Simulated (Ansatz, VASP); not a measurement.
InIrC4N4: VASP beside Ansatz

INCAR

```
SYSTEM = InIrC4N4
PREC = Accurate ; ENCUT = 520
EDIFF = 1E-6 ; ISMEAR = 0
SIGMA = 0.1 ; LREAL = .False.
LASPH = .True. ; NELM = 80
ALGO = Normal ; ISIF = 2
LWAVE = .False. ; LCHARG = .False.
GGA = PE ; NBANDS = 40
```

Contents of KPOINTS:

```
regular mesh
0
Gamma
  4 4 6
  0 0 0
```

The input POSCAR:

```
InIrC4N4
1.0
    4.9372394724     -5.3266907756      0.0000000000
    4.9372394724      5.3266907756      0.0000000000
   -1.0779960518      0.0000000000      3.1506341465
In Ir C N
1 1 4 4
Direct
    0.5000000000      0.5000000000      0.0000000000
    0.0000000000      0.0000000000      0.0000000000
    0.2080087383      0.2080087383      0.2128267132
    0.7919912617      0.7919912617      0.7871732868
    0.1863888789      0.8136111211      0.0000000000
    0.8136111211      0.1863888789      0.0000000000
    0.3359068651      0.3359068651      0.3419410428
    0.6640931349      0.6640931349      0.6580589572
    0.2962729381      0.7037270619      0.0000000000
    0.7037270619      0.2962729381      0.0000000000
```

Input for Ansatz:

```yaml
crystal:
  lattice:
    - [4.9372394724, -5.3266907756, 0.0]
    - [4.9372394724, 5.3266907756, 0.0]
    - [-1.0779960518, 0.0, 3.1506341465]
  atoms:
    - { symbol: In, position: [0.5, 0.5, 0.0] }
    - { symbol: Ir, position: [0.0, 0.0, 0.0] }
    - { symbol: C, position: [0.2080087383, 0.2080087383, 0.2128267132] }
    - { symbol: C, position: [0.7919912617, 0.7919912617, 0.7871732868] }
    - { symbol: C, position: [0.1863888789, 0.8136111211, 0.0] }
    - { symbol: C, position: [0.8136111211, 0.1863888789, 0.0] }
    - { symbol: "N", position: [0.3359068651, 0.3359068651, 0.3419410428] }
    - { symbol: "N", position: [0.6640931349, 0.6640931349, 0.6580589572] }
    - { symbol: "N", position: [0.2962729381, 0.7037270619, 0.0] }
    - { symbol: "N", position: [0.7037270619, 0.2962729381, 0.0] }
basis:
  ecutwfc: 420
kpoints:
  mp_grid: { grid: [4, 4, 6] }
hamiltonian:
  xc: pbe
scf:
  occupations: { method: gaussian, width: 0.1 }
  lower_state_search: "off"
output:
  forces: true
  stress: true
  eigenvalues: true
```

Change from the starting cell: the structure that the rattled cell fell into.

Alike in both runs: task single point; functional PBE; k mesh 4 × 4 × 6; occupations gaussian, width 0.1 eV; no spin polarisation.

```csv
,VASP,Ansatz
version,VASP 6.6.1,Ansatz 0.2.0
potentials or method,"VASP PAW PBE potentials, release 64 (In_d, Ir, C, N), cutoff 520 eV","scalar-relativistic, plane waves, PAW"
valence electrons in the cell,58,66
```

```tsv
	VASP	Ansatz	Ansatz less VASP
gap on the k mesh at the Fermi level (eV)	0.40	0.41	+0.007
least direct gap on the mesh (eV)	0.42	0.42	+0.007
pressure (GPa)	0.6	0.0	-0.58
traceless stress, the component that is largest in VASP (GPa)	-0.62	-0.08	+0.543
rms of the force components (eV/Å)	0.142	0.009	-0.1326
```

Atom by atom the forces differ by 0.143 eV/Å (rms over components). One of these differences is far larger than is usual between the two programs; its cause wasn't traced. The functional is the same, so the differences come from potentials, cutoffs and numerics. VASP's potentials hold 58 valence electrons a cell and Ansatz's 66, so a difference there can come from the potentials and not from the codes.

Spin-orbit coupling is off throughout. Noted on VASP's run: the standard files for N, O and F lose accuracy on very short bonds.
